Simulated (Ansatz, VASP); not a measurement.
This is a calculation of Bi2Se3 for Ansatz 0.2.0.

input.yaml

```yaml
crystal:
  lattice:
    - [2.0852189429, 1.2039017179, 9.6085493036]
    - [-2.0852189429, 1.2039017179, 9.6085493036]
    - [0.0, -2.407803436, 9.6085493036]
  atoms:
    - { symbol: Bi, position: [0.5992, 0.5992, 0.5992] }
    - { symbol: Bi, position: [0.4008, 0.4008, 0.4008] }
    - { symbol: Se, position: [0.7883, 0.7883, 0.7883] }
    - { symbol: Se, position: [0.2117, 0.2117, 0.2117] }
    - { symbol: Se, position: [0.0, 0.0, 0.0] }
kpoints:
  mp_grid: { grid: [8, 8, 8] }
scf:
  occupations: { method: fermi_dirac, width: 0.05 }
hamiltonian:
  xc: lda
  pseudopotentials: { kind: all_electron, lapw: { basis_error: 0.002 } }
output:
  forces: true
  stress: true
  eigenvalues: true
```

Potentials or basis: all-electron LAPW, scalar-relativistic.

Run with:

```bash
$ ansatz run input.yaml --threads 4 --pin off --max-ram 12288MiB --backend cpu --events-out ev --progress --plain --runs-dir out
```

**Question.** Translate it to VASP 6.6.1. Potentials there: VASP PAW LDA potentials, release 64 (Bi_d, Se).

**Answer.** As run (the cutoff follows the program's own potentials):

Contents of INCAR:

```
  PREC = Accurate
  ENCUT = 520
  EDIFF = 1E-6
  ISMEAR = -1
  SIGMA = 0.05
  LREAL = F
  LASPH = T
  NELM = 60
  ALGO = Normal
  ISIF = 2
  LWAVE = F
  LCHARG = T
  GGA = CA
  LELF = T
  LVHAR = T
  NBANDS = 32
```

File KPOINTS:

```
Automatic mesh
0
Gamma
  8 8 8
```

Contents of POSCAR:

```
Bi2Se3
1.0
    2.0852189429      1.2039017179      9.6085493036
   -2.0852189429      1.2039017179      9.6085493036
    0.0000000000     -2.4078034360      9.6085493036
Bi Se
2 3
Direct
    0.5992000000      0.5992000000      0.5992000000
    0.4008000000      0.4008000000      0.4008000000
    0.7883000000      0.7883000000      0.7883000000
    0.2117000000      0.2117000000      0.2117000000
    0.0000000000      0.0000000000      0.0000000000
```

Potentials or basis: VASP PAW LDA potentials, release 64 (Bi_d, Se).

Command:

```sh
$ cat potpaw_LDA.64/Bi_d/POTCAR potpaw_LDA.64/Se/POTCAR > POTCAR
$ mpirun -np 1 vasp_std > vasp.out
```

Both were run:

|  | VASP | Ansatz | Ansatz less VASP |
| --- | --- | --- | --- |
| gap on the k mesh at the Fermi level (eV) | 0.10 | 0.11 | +0.006 |
| least direct gap on the mesh (eV) | 0.10 | 0.11 | +0.006 |
| pressure (GPa) | -2.8 | -2.9 | -0.12 |
| traceless stress, the component that is largest in VASP (GPa) | -0.06 | -0.06 | +0.003 |
| rms of the force components (eV/Å) | 0.055 | 0.061 | +0.0064 |

LDA's correlation is that of Perdew and Zunger in VASP and of Perdew and Wang (1992) in Ansatz. Atom by atom the forces differ by 0.012 eV/Å (rms over components). Ansatz ran all-electron here, and VASP with PAW potentials.

Neither program's run includes spin-orbit coupling.
